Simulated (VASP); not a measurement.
# HfB2 (P6/mmm) in VASP: notebook

The runs below take HfB2 through single point, relaxation of cell and atoms, with PBE.

Program: VASP 6.6.1. These are calculated values, not measurements. Logs are shortened: lines on timing, memory, paths and dates and some standing lists are left out, and cuts for length are marked.

## Step 1: The cell of the first run

The structure is hexagonal, space group P6/mmm (No. 191). Conventional cell: a = 3.136 Å, b = 3.136 Å, c = 3.480 Å, α = 90.00°, β = 90.00°, γ = 120.00°. Within 3.3 Å of Hf (site symmetry 6/mmm) lie 12 B at 2.51 Å and 6 Hf at 3.14 Å. Within 2.4 Å of B (site symmetry -6m2) lie 3 B at 1.81 Å.

## Step 2: Single point, PBE

Input file INCAR:

```
ALGO     = Normal         # electronic algorithm
EDIFF    = 1E-6           # SCF threshold, eV
ENCUT    = 520            # plane-wave cutoff, eV
GGA      = PE             # functional
ISIF     = 2              # what is computed and relaxed
ISMEAR   = -1             # smearing method
LASPH    = True           # aspherical terms in the spheres
LCHARG   = False          # write CHGCAR
LREAL    = False          # projectors in reciprocal space
LWAVE    = False          # write WAVECAR
NBANDS   = 15             # bands
NELM     = 100            # most SCF steps
PREC     = Accurate       # precision mode
SIGMA    = 0.05           # smearing width, eV
```

Input file KPOINTS:

```
k-points
0
Gamma
  10 10 8
```

Input file POSCAR:

```
HfB2
1.0
    3.1363213407      0.0000000000      0.0000000000
   -1.5681606703      2.7161339555      0.0000000000
    0.0000000000      0.0000000000      3.4803362559
Hf B
1 2
Direct
    0.0000000000      0.0000000000      0.0000000000
    0.6666666667      0.3333333333      0.5000000000
    0.3333333333      0.6666666667      0.5000000000
```

Potentials or basis: VASP PAW PBE potentials, release 64 (Hf_pv, B).

Command:

```bash
> cat potpaw_PBE.64/Hf_pv/POTCAR potpaw_PBE.64/B/POTCAR > POTCAR
> mpirun -np 1 vasp_std > vasp.out
```

OUTCAR:

```text
EDIFF = 1E-6
   ENCUT = 520
   GGA = PE
   ISIF = 2
   ISMEAR = -1
   LASPH = True
   LREAL = False
   NELM = 100
   PREC = Accurate

 ion  position               nearest neighbor table
   1  0.000  0.000  0.000-   2 2.51   3 2.51   2 2.51   3 2.51   3 2.51   3 2.51   2 2.51   2 2.51
                             2 2.51   2 2.51   3 2.51   3 2.51
   2  0.667  0.333  0.500-   3 1.81   3 1.81   3 1.81   1 2.51   1 2.51   1 2.51   1 2.51   1 2.51
                             1 2.51
   3  0.333  0.667  0.500-   2 1.81   2 1.81   2 1.81   1 2.51   1 2.51   1 2.51   1 2.51   1 2.51
                             1 2.51

  LATTYP: Found a hexagonal cell.
 ALAT       =     3.1363213407
 C/A-ratio  =     1.1096873942

  Lattice vectors:

 A1 = (   3.1363213407,   0.0000000000,   0.0000000000)
 A2 = (  -1.5681606703,   2.7161339555,   0.0000000000)
 A3 = (   0.0000000000,   0.0000000000,   3.4803362559)

Analysis of symmetry for initial positions (statically):
=====================================================================
 Subroutine PRICEL returns:
 Original cell was already a primitive cell.

 Routine SETGRP: Setting up the symmetry group for a
 hexagonal supercell.

 Subroutine GETGRP returns: Found 24 space group operations
 (whereof 24 operations were pure point group operations)
 out of a pool of 24 trial point group operations.

The static configuration has the point symmetry D_6h.

Analysis of symmetry for dynamics (positions and initial velocities):
=====================================================================
 Subroutine PRICEL returns:
 Original cell was already a primitive cell.

 Routine SETGRP: Setting up the symmetry group for a
 hexagonal supercell.

 Subroutine GETGRP returns: Found 24 space group operations
 (whereof 24 operations were pure point group operations)
 out of a pool of 24 trial point group operations.

The dynamic configuration has the point symmetry D_6h.

 Subroutine INISYM returns: Found 24 space group operations
 (whereof 24 operations are pure point group operations),
 and found     1 'primitive' translations

----------------------------------------------------------------------------------------

                                     Primitive cell

  volume of cell :      29.6478

  direct lattice vectors                    reciprocal lattice vectors
     3.136321341  0.000000000  0.000000000     0.318844880  0.184085177  0.000000000
    -1.568160670  2.716133956  0.000000000     0.000000000  0.368170354  0.000000000
     0.000000000  0.000000000  3.480336256     0.000000000  0.000000000  0.287328559

  length of vectors
     3.136321341  3.136321341  3.480336256     0.368170354  0.368170354  0.287328559

  position of ions in fractional coordinates (direct lattice)
     0.000000000  0.000000000  0.000000000
     0.666666667  0.333333333  0.500000000
     0.333333333  0.666666667  0.500000000

  ion indices of the primitive-cell ions
   primitive index   ion index
                 1           1
                 2           2
                 3           3

----------------------------------------------------------------------------------------

 KPOINTS: k-points

Automatic generation of k-mesh.
 Grid dimensions read from file:
 generate k-points for:   10   10    8

 Generating k-lattice:

  Cartesian coordinates                     Fractional coordinates (reciprocal lattice)
     0.031884488  0.018408518  0.000000000     0.100000000  0.000000000  0.000000000
     0.000000000  0.036817035  0.000000000     0.000000000  0.100000000  0.000000000
     0.000000000  0.000000000  0.035916070     0.000000000  0.000000000  0.125000000

  Length of vectors
     0.036817035  0.036817035  0.035916070

  Shift w.r.t. Gamma in fractional coordinates (k-lattice)
     0.000000000  0.000000000  0.000000000

 Subroutine IBZKPT returns following result:
 ===========================================

 Found     70 irreducible k-points:

 Following reciprocal coordinates:
            Coordinates               Weight
  0.000000  0.000000  0.000000      1.000000
  0.100000 -0.000000  0.000000      6.000000
  0.200000 -0.000000  0.000000      6.000000
  0.300000 -0.000000  0.000000      6.000000
  0.400000 -0.000000  0.000000      6.000000
  0.500000  0.000000  0.000000      3.000000
[... 16 lines left out ...]
  0.300000  0.100000  0.125000     24.000000
  0.400000  0.100000  0.125000     24.000000
 [... further k-points ...]
   k-points           NKPTS =     70   k-points in BZ     NKDIM =     70   number of bands    NBANDS=     15
   number of dos      NEDOS =    301   number of ions     NIONS =      3
   total plane-waves  NPLWV =  16128
   dimension x,y,z NGX =    24 NGY =   24 NGZ =   28
   dimension x,y,z NGXF=    48 NGYF=   48 NGZF=   56
   ions per type =               1   2
   NGX,Y,Z   is equivalent  to a cutoff of  12.72, 12.72, 13.37 a.u.
   NGXF,Y,Z  is equivalent  to a cutoff of  25.44, 25.44, 26.75 a.u.
 SYSTEM =  unknown system
   PREC   = accura    normal or accurate (medium, high low for compatibility)
   ISTART =      0    job   : 0-new  1-cont  2-samecut
   ICHARG =      2    charge: 1-file 2-atom 10-const
   ISPIN  =      1    spin polarized calculation?
   LNONCOLLINEAR =      F non collinear calculations
   LSORBIT =      F    spin-orbit coupling
   LASPH  =      T    aspherical Exc in radial PAW
   ENCUT  =  520.0 eV  38.22 Ry    6.18 a.u.   5.83  5.83  6.47*2*pi/ulx,y,z
   NELM   =    100;   NELMIN=  2; NELMDL= -5     # of ELM steps
   EDIFF  = 0.1E-05   stopping-criterion for ELM
   LREAL  =      F    real-space projection
   EDIFFG = 0.1E-04   stopping-criterion for IOM
   NSW    =      0    number of steps for IOM
   IBRION =     -1    ionic relax: 0-MD 1-quasi-New 2-CG
   NFREE  =      0    steps in history (QN), initial steepest desc. (CG)
   ISIF   =      2    stress and relaxation
   ISYM   =      2    0-nonsym 1-usesym 2-fastsym
   POTIM  = 0.5000    time-step for ionic-motion
   TEBEG  =    0.0;   TEEND  =   0.0 temperature during run
   PSTRESS=    0.0 pullay stress
   NELECT =      16.0000    total number of electrons
   NUPDOWN=      -1.0000    fix difference up-down
   EMIN   =  10.00;   EMAX   =-10.00  energy-range for DOS
   EFERMI =   0.00;   METHOD = LEGACY
   ISMEAR =    -1;   SIGMA  =   0.05  broadening in eV -4-tet -1-fermi 0-gaus
   EFERMI_NEDOS =   21; number of points for ismear=-14 and -15
   IALGO  =     38    algorithm
   IMIX   =      4    mixing-type and parameters
     AMIX     =   0.40;   BMIX     =  1.00
     AMIX_MAG =   1.60;   BMIX_MAG =  1.00
  volume/ion in A,a.u.               =       9.88        66.69
  Fermi-wavevector in a.u.,A,eV,Ry     =   1.332858  2.518736 24.170888  1.776510
  Thomas-Fermi vector in A             =   2.461761
   LORBIT       =      0    0 simple, 1 ext, 2 COOP (PROOUT), +10 PAW based schemes
   GGA     = PE    functional components
   LHFCALC =     F    Hartree Fock is set to
   AEXX    =    0.0000 exact exchange contribution
   IVDW    =     0    specifies the selected vdW correction
   LEPSILON=     F    determine dielectric tensor
   LRPA    =     F    only Hartree local field effects (RPA)
 non-spin polarized calculation
  energy-cutoff  :      520.00
  volume of cell :       29.65
 maximum number of plane-waves:       816
 NGX is ok and might be reduce to    24
   NGX = 11   NGY = 11   NGZ = 13

 number of electron      15.9999997 magnetization

 Free energy of the ion-electron system (eV)
  ---------------------------------------------------
  ext. energy  EPLUGINS =         0.00000000
  ---------------------------------------------------
  free energy    TOTEN  =       -26.39891962 eV

  energy without entropy =      -26.39635115  energy(sigma->0) =      -26.39763539

 E-fermi :   7.5827     XC(G=0): -12.6073

 val. band max:        7.5211783923   @ k =   0.2000   0.2000   0.1250
 cond. band min:       7.8185994397   @ k =   0.0000   0.0000   0.2500
 fundamental gap:      0.2974210474
 Fermi energy:         7.5826713959

 k-point     1 :       0.0000    0.0000    0.0000
  band No.  band energies     occupation
      1     -22.9402      2.00000
      2     -22.4447      2.00000
      3     -22.4447      2.00000
      4      -6.0776      2.00000
      5       4.6712      2.00000
      6       4.7955      2.00000
      7       4.7955      2.00000
      8       4.8962      2.00000
      9      11.7261      0.00000
     10      11.7261      0.00000
     11      12.3475      0.00000
     12      12.3475      0.00000
     13      12.7026      0.00000
     14      12.7026      0.00000
     15      12.7160      0.00000

 k-point     2 :       0.1000   -0.0000    0.0000
  band No.  band energies     occupation
      1     -22.9275      2.00000
      2     -22.5229      2.00000
      3     -22.4620      2.00000
      4      -5.8617      2.00000
      5       4.1978      2.00000
      6       4.7136      2.00000
      7       4.7809      2.00000
      8       4.8862      2.00000
      9      10.9915      0.00000
     10      11.5711      0.00000
     11      11.5761      0.00000
     12      11.9741      0.00000
     13      13.3368      0.00000
     14      13.7304      0.00000
     15      14.1119      0.00000

 k-point     3 :       0.2000   -0.0000    0.0000
  band No.  band energies     occupation
      1     -22.8941      2.00000
      2     -22.7225      2.00000
      3     -22.5070      2.00000
      4      -5.2468      2.00000
      5       2.8675      2.00000
      6       4.3077      2.00000
      7       4.6922      2.00000
      8       5.3225      2.00000
      9       9.8699      0.00000
     10      11.2145      0.00000
     11      11.4179      0.00000
     12      11.8807      0.00000
     13      13.7144      0.00000
     14      14.8116      0.00000
     15      15.5687      0.00000
[... 343 lines left out ...]
 k-point    23 :       0.3000    0.1000    0.1250
  band No.  band energies     occupation
      1     -23.0502      2.00000
      2     -22.8649      2.00000
      3     -22.6228      2.00000
      4      -3.4818      2.00000
      5       0.5554      2.00000
      6       3.2150      2.00000
      7       3.9110      2.00000
      8       5.9048      2.00000
      9       8.7586      0.00000
     10      11.0216      0.00000
     11      11.9866      0.00000
     12      13.2823      0.00000
     13      15.0818      0.00000
     14      15.7935      0.00000
     15      18.5983      0.00000

 k-point    24 :       0.4000    0.1000    0.1250
  band No.  band energies     occupation
      1     -23.1672      2.00000
      2     -22.8403      2.00000
      3     -22.6617      2.00000
      4      -2.2774      2.00000
      5      -0.9079      2.00000
      6       3.0394      2.00000
      7       3.9123      2.00000
      8       5.4626      2.00000
      9       8.8393      0.00000
     10      11.8285      0.00000
     11      11.9083      0.00000
     12      13.9891      0.00000
     13      15.2065      0.00000
     14      16.1491      0.00000
     15      18.5368      0.00000

 [... further k-points ...]
[... 5 lines left out ...]
  --------------------------------------------------------------------------------------
  -------------------------------------------------------------------------------------
  Total        0.2841717      0.2841717      0.3276983      0.0000000     -0.0000000      0.0000000
  in kB       15.3567206     15.3567206     17.7089089      0.0000000     -0.0000000      0.0000000
  external PRESSURE =      16.1407834 kB  Pullay stress =       0.0000000 kB

 VOLUME and BASIS-vectors are now :
 -----------------------------------------------------------------------------
  energy-cutoff  :      520.00
  volume of cell :       29.65
      direct lattice vectors                 reciprocal lattice vectors
     3.136321341  0.000000000  0.000000000     0.318844880  0.184085177  0.000000000
    -1.568160670  2.716133956  0.000000000     0.000000000  0.368170354  0.000000000
     0.000000000  0.000000000  3.480336256     0.000000000  0.000000000  0.287328559

 POSITION                                       TOTAL-FORCE (eV/Angst)
 -----------------------------------------------------------------------------------
      0.00000      0.00000      0.00000         0.000000      0.000000      0.000000
      1.56816      0.90538      1.74017         0.000000      0.000000      0.000000
     -0.00000      1.81076      1.74017        -0.000000     -0.000000      0.000000
 -----------------------------------------------------------------------------------
    total drift:                               -0.000000      0.000000      0.000000

  FREE ENERGIE OF THE ION-ELECTRON SYSTEM (eV)
  ---------------------------------------------------
  free  energy   TOTEN  =       -26.3989196217 eV

  energy  without entropy=      -26.3963511533  energy(sigma->0) =      -26.39763539
```

Run time: 27 s. Hardware: 1 thread of AMD EPYC 7R43 (Zen 3), shared host; peak memory 0.13 GiB.

What came out:

```yaml
Free_energy: -26.3989 eV
Pressure: 1.6 GPa
Band_gap_on_the_k_mesh: zero (band 8 reaches 8.29 eV, above the bottom of band 9 at 7.45 eV)
```

Levels at points of the mesh, in eV from the Fermi level:
```tsv
k point	band 5	band 6	band 7	band 8	band 9	band 10	band 11	band 12
(0.00, 0.00, 0.00)	-2.91	-2.79	-2.79	-2.69	4.14	4.14	4.76	4.76
(0.50, 0.00, 0.00)	-8.95	-4.04	-3.33	-2.77	2.21	2.84	5.70	5.85
(0.00, 0.00, 0.50)	-8.28	-1.08	-1.08	0.44	0.44	1.11	1.11	2.32
(0.50, 0.00, 0.50)	-7.41	-4.86	-4.61	-2.56	4.13	4.26	6.38	7.30
```

Caveat: spin-orbit coupling is left out, which moves the levels of the heavy elements.

## Step 3: Relaxation of cell and atoms, PBE

This run uses another cell than the first one, of 9.90 Å³/atom, 1.002 times its volume.

Input file INCAR:

```
SYSTEM = HfB2
ALGO = Normal
EDIFF = 1E-6
EDIFFG = -0.01
ENCUT = 600
GGA = PE
IBRION = 2
ISIF = 3
ISMEAR = -1
LASPH = .TRUE.
LCHARG = .FALSE.
LREAL = .FALSE.
LWAVE = .FALSE.
NELM = 60
NSW = 60
PREC = Accurate
SIGMA = 0.05
```

Input file KPOINTS:

```
k-points
0
G
  10 10 8
  0 0 0
```

Input file POSCAR:

```
HfB2
1.0
    3.1400000000      0.0000000000      0.0000000000
   -1.5700000000      2.7193197679      0.0000000000
    0.0000000000      0.0000000000      3.4800000000
Hf B
1 2
Direct
    0.0000000000      0.0000000000      0.0000000000
    0.6666666667      0.3333333333      0.5000000000
    0.3333333333      0.6666666667      0.5000000000
```

Potentials or basis: VASP PAW PBE potentials, release 64 (Hf_pv, B).

Command:

```bash
> cat potpaw_PBE.64/Hf_pv/POTCAR potpaw_PBE.64/B/POTCAR > POTCAR
> mpirun -np 1 vasp_std > vasp.out
```

Run time: 86 s. Hardware: 1 thread of AMD EPYC 7R43 (Zen 3), shared host; peak memory 0.15 GiB.

It converged, with:

| Quantity | Value |
| --- | --- |
| Free energy | -26.4020 eV |
| Relaxed volume | 9.94 Å³/atom |
| Relaxed cell | a = 3.142 Å, b = 3.142 Å, c = 3.490 Å, α = 90.00°, β = 90.00°, γ = 120.00° |
| Space group after relaxing (to 0.05 Å) | P6/mmm (No. 191) |
| Energy gained by relaxing | 0.2 meV/atom |
| Ionic steps | 7 |
| Pressure after relaxing | 0.0 GPa |
| Band gap on the k mesh | zero (band 8 reaches 8.25 eV, above the bottom of band 9 at 7.40 eV) |

Step by step:
| step | energy change (eV) | largest force (eV/Å) | pressure (GPa) | volume (Å³) |
| --- | --- | --- | --- | --- |
| 1 | 0.0000 | 0.0000 | 0.99 | 29.71 |
| 2 | 0.0001 | 0.0000 | -1.29 | 29.98 |
| 3 | -0.0004 | 0.0000 | -0.14 | 29.84 |
| 4 | -0.0004 | 0.0000 | -0.04 | 29.84 |
| 5 | -0.0004 | 0.0000 | -0.03 | 29.84 |
| 6 | -0.0004 | 0.0000 | -0.05 | 29.84 |
| 7 | -0.0005 | 0.0000 | 0.01 | 29.83 |

Final structure:
```yaml
crystal:
  lattice:
    - [3.14164, 0.00000, 0.00000]
    - [-1.57082, 2.72074, 0.00000]
    - [0.00000, 0.00000, 3.49040]
  atoms:
    - { symbol: Hf, position: [0.00000, 0.00000, 0.00000] }
    - { symbol: B, position: [0.66667, 0.33333, 0.50000] }
    - { symbol: B, position: [0.33333, 0.66667, 0.50000] }
```

Levels at points of the mesh, in eV from the Fermi level:
```tsv
k point	band 5	band 6	band 7	band 8	band 9	band 10	band 11	band 12
(0.00, 0.00, 0.00)	-2.90	-2.77	-2.77	-2.70	4.11	4.11	4.72	4.72
(0.50, 0.00, 0.00)	-8.94	-4.03	-3.32	-2.75	2.19	2.82	5.64	5.82
(0.00, 0.00, 0.50)	-8.25	-1.08	-1.08	0.45	0.45	1.10	1.10	2.28
(0.50, 0.00, 0.50)	-7.40	-4.83	-4.59	-2.57	4.10	4.21	6.34	7.22
```

Caveat: spin-orbit coupling is left out, which moves the levels of the heavy elements. Zero-point motion and thermal expansion aren't in these numbers.
